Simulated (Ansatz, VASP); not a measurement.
# Sn: VASP beside Ansatz

File POSCAR:

```
Sn
1.0
    0.0000000000      3.2116418589      3.2116418589
    3.2116418589      0.0000000000      3.2116418589
    3.2116418589      3.2116418589      0.0000000000
Sn
2
Direct
    0.7500000000      0.7500000000      0.7500000000
    0.5000000000      0.5000000000      0.5000000000
```

INCAR.step1

```
SYSTEM = Sn
PREC = Accurate ; ENCUT = 520
EDIFF = 1E-5 ; ISMEAR = -1
SIGMA = 0.05 ; LREAL = .FALSE.
LASPH = .TRUE. ; NELM = 100
ALGO = Normal ; ISIF = 2
LWAVE = .TRUE. ; LCHARG = .FALSE.
GGA = PE ; NBANDS = 21
```

File INCAR.step2:

```
SYSTEM = Sn
PREC = Accurate ; ENCUT = 520
EDIFF = 1E-6 ; ISMEAR = -1
SIGMA = 0.05 ; LREAL = .FALSE.
LASPH = .TRUE. ; NELM = 100
ALGO = Normal ; ISIF = 2
LWAVE = .FALSE. ; LCHARG = .FALSE.
GGA = B5 ; LHFCALC = .TRUE.
AEXX = 0.2 ; AGGAX = 0.72
AGGAC = 0.81 ; ALDAC = 0.19
PRECFOCK = Normal ; ISTART = 1
NBANDS = 21
```

File KPOINTS:

```
regular mesh
0
G
  4 4 4
  0 0 0
```

File input.yaml:

```yaml
crystal:
  lattice:
    - [0.0, 3.2116418589, 3.2116418589]
    - [3.2116418589, 0.0, 3.2116418589]
    - [3.2116418589, 3.2116418589, 0.0]
  atoms:
    - { symbol: Sn, position: [0.75, 0.75, 0.75] }
    - { symbol: Sn, position: [0.5, 0.5, 0.5] }
hamiltonian:
  xc: b3lyp5
  pseudopotentials: { kind: paw }
kpoints:
  mp_grid: { grid: [4, 4, 4] }
scf:
  occupations: { method: fermi_dirac, width: 0.05 }
output:
  forces: true
  stress: true
  eigenvalues: true
```

Alike in both runs: task single point; functional B3LYP5; k mesh 4 × 4 × 4; occupations fermi-dirac, width 0.05 eV; no spin polarisation.

|  | VASP | Ansatz |
| --- | --- | --- |
| version | VASP 6.6.1 | Ansatz 0.2.0 |
| potentials or method | VASP PAW PBE potentials, release 64 (Sn_d) | Ansatz PAW |
| plane-wave cutoff (eV) | 520 | 420 |
| valence electrons in the cell | 28 | 28 |

```tsv
	VASP	Ansatz	Ansatz less VASP
gap on the k mesh at the Fermi level (eV)	none	none	-
pressure (GPa)	6.1	6.2	+0.05
```

VASP's potentials were made for PBE, not for B3LYP5. A gap of «none» marks a metal or a gap that the smearing closes.

The k mesh is coarse, so the values compare programs but aren't converged.
